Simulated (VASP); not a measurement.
MgO: single point with PBE0

The system is MgO.

```
CELL_PARAMETERS angstrom
3.30284 0.00000 0.00000
-1.65142 2.86034 0.00000
0.00000 0.00000 5.02028
ATOMIC_POSITIONS crystal
Mg 0.33333 0.66667 0.00371
Mg 0.66667 0.33333 0.50371
O 0.33333 0.66667 0.40089
O 0.66667 0.33333 0.90089
```

```json
{
  "Program": "VASP 6.6.1",
  "Task": "single point",
  "Functional": "PBE0",
  "Potentials or basis": "VASP PAW PBE potentials, release 64 (Mg, O)",
  "Cutoff": "520 eV",
  "k mesh": "6 × 6 × 4",
  "Occupations": "gaussian, width 0.01 eV",
  "Spin": "no spin polarisation",
  "Dipole correction": "no",
  "Grid for exact exchange (PRECFOCK)": "Normal",
  "Further INCAR settings": "ALGO = Normal; EDIFF = 1e-06; NBANDS = 16",
  "Share of exact exchange": "0.25"
}
```

* Pressure: -1.1 GPa
* Largest force: 0.022 eV/Å
* Band gap on the k mesh: 5.78 eV

Forces in eV/Å, atoms in the order of the input:
```
Mg   0.000  0.000  0.022
Mg   0.000  0.000  0.022
O    0.000  0.000 -0.022
O    0.000  0.000 -0.022
```

Stress tensor (GPa, compression positive):
```
-1.23  0.00  0.00
 0.00 -1.23  0.00
 0.00  0.00 -0.80
```

Levels at points of the mesh, in eV from the valence-band top:
```tsv
k point	band 6	band 7	band 8	band 9	band 10	band 11
(0.00, 0.00, 0.00)	-0.43	-0.43	0.00	5.78	11.05	13.00
(0.50, 0.00, 0.00)	-1.38	-0.87	-0.54	10.27	10.54	11.77
(0.00, 0.00, 0.50)	-0.62	-0.62	-0.62	8.40	8.40	15.85
(0.50, 0.00, 0.50)	-0.99	-0.77	-0.77	9.81	9.81	13.54
```

Run time: 49 min on 1 thread of AMD EPYC 7R43 64-Core Processor (Zen 3), with other jobs on the host, peak memory 0.16 GiB.

Caveat: the PAW data sets were made with another functional, which shifts forces and pressure a little.
